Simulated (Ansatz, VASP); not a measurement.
# Two plane-wave programs on Ru

Contents of INCAR:

```
SYSTEM = Ru
PREC     = Accurate       ! precision mode
ENCUT    = 400            ! plane-wave cutoff, eV
EDIFF    = 1E-8           ! SCF threshold, eV
ISMEAR   = -1             ! smearing method
SIGMA    = 0.03           ! smearing width, eV
LREAL    = .False.        ! projectors in reciprocal space
LASPH    = .True.         ! aspherical terms in the spheres
NELM     = 120            ! most SCF steps
ALGO     = Normal         ! electronic algorithm
ISIF     = 2              ! what is computed and relaxed
LWAVE    = .False.        ! write WAVECAR
LCHARG   = .False.        ! write CHGCAR
GGA      = PE             ! functional
LEFG     = .True.       
NBANDS   = 21             ! bands
GGA_COMPAT= .False.
```

Contents of KPOINTS:

```
regular mesh
0
Gamma
  14 14 8
  0 0 0
```

The input POSCAR:

```
Ru
1.0
    2.7057993342      0.0202934950      0.0202934950
   -1.3353249849      2.3331442135      0.0074279347
    0.0321142500      0.0321142500      4.2819000000
Ru
2
Direct
    0.3333333333      0.6666666667      0.2500000000
    0.6666666667      0.3333333333      0.7500000000
```

Input for Ansatz:

```yaml
crystal:
  lattice:
    - [2.7057993342, 0.020293495, 0.020293495]
    - [-1.3353249849, 2.3331442135, 0.0074279347]
    - [0.03211425, 0.03211425, 4.2819]
  atoms:
    - { symbol: Ru, position: [0.3333333333, 0.6666666667, 0.25] }
    - { symbol: Ru, position: [0.6666666667, 0.3333333333, 0.75] }
kpoints:
  mp_grid: { grid: [14, 14, 8] }
scf:
  occupations: { method: fermi_dirac, width: 0.03 }
hamiltonian:
  xc: pbe
  pseudopotentials: { kind: paw }
output:
  forces: true
  stress: true
  eigenvalues: true
  efg: { contact_densities: true }
```

Change from the starting cell: equal xy, yz and zx shear strains of +1.5 %, PAW files.

Alike in both runs: task electric field gradients; functional PBE; k mesh 14 × 14 × 8; occupations fermi-dirac, width 0.03 eV; no spin polarisation.

```csv
,VASP,Ansatz
version,VASP 6.6.1,Ansatz 0.2.0
potentials or method,"VASP PAW PBE potentials, release 64 (Ru_pv)","PAW with Ansatz's default frozen-core files, scalar-relativistic"
plane-wave cutoff (eV),400,420
valence electrons in the cell,28,32
```

```tsv
	VASP	Ansatz	Ansatz less VASP
pressure (GPa)	3.8	4.8	+1.01
traceless stress, the component that is largest in VASP (GPa)	-2.95	-2.96	-0.005
rms of the force components (eV/Å)	0.033	0.033	-0.0001
size of Vzz on the site where it differs most (V/Å²)	14.1	10.6	-3.50
```

Atom by atom the forces differ by 0.000 eV/Å (rms over components). With one functional, cell and mesh, what is left measures potentials, basis and numerics. VASP's potentials hold 28 valence electrons a cell and Ansatz's 32, so a difference there can come from the potentials and not from the codes.
